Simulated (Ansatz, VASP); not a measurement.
K in VASP and in Ansatz

INCAR

```
SYSTEM = K
PREC = Accurate ; ENCUT = 520
EDIFF = 1E-6 ; ISMEAR = 0
SIGMA = 0.15 ; LREAL = .False.
LASPH = .True. ; NELM = 100
ALGO = Normal ; ISIF = 2
LWAVE = .False. ; LCHARG = .True.
GGA = PS ; LELF = .True.
LVHAR = .True. ; NBANDS = 10
```

KPOINTS

```
Automatic mesh
0
Gamma
  14 14 14
  0 0 0
```

Contents of POSCAR:

```
K
1.0
   -2.6180000000      2.6180000000      2.5394600000
    2.6180000000     -2.6180000000      2.5394600000
    2.6180000000      2.6180000000     -2.5394600000
K
1
Direct
    0.0000000000      0.0000000000      0.0000000000
```

Input for Ansatz:

```yaml
crystal:
  lattice:
    - [-2.618, 2.618, 2.53946]
    - [2.618, -2.618, 2.53946]
    - [2.618, 2.618, -2.53946]
  atoms:
    - { symbol: K, position: [0.0, 0.0, 0.0] }
basis:
  ecutwfc: 420
kpoints:
  mp_grid: { grid: [14, 14, 14] }
hamiltonian:
  xc: pbesol
scf:
  occupations: { method: gaussian, width: 0.15 }
output:
  forces: true
  stress: true
  eigenvalues: true
```

Change from the starting cell: strain +0.000 along x and y, -0.030 along z, atoms carried along.

Alike in both runs: task single point; functional PBEsol; k mesh 14 × 14 × 14; occupations gaussian, width 0.15 eV; no spin polarisation.

```csv
,VASP,Ansatz
version,VASP 6.6.1,Ansatz 0.2.0
potentials or method,"VASP PAW PBE potentials, release 64 (K_sv), cutoff 520 eV","scalar-relativistic, plane waves, PAW"
valence electrons in the cell,9,9
```

|  | VASP | Ansatz | Ansatz less VASP |
| --- | --- | --- | --- |
| gap on the k mesh at the Fermi level (eV) | none | none | - |
| pressure (GPa) | 0.1 | 0.1 | +0.01 |

VASP's potentials were made for PBE, not for PBEsol. A gap of «none» marks a metal or a gap that the smearing closes.
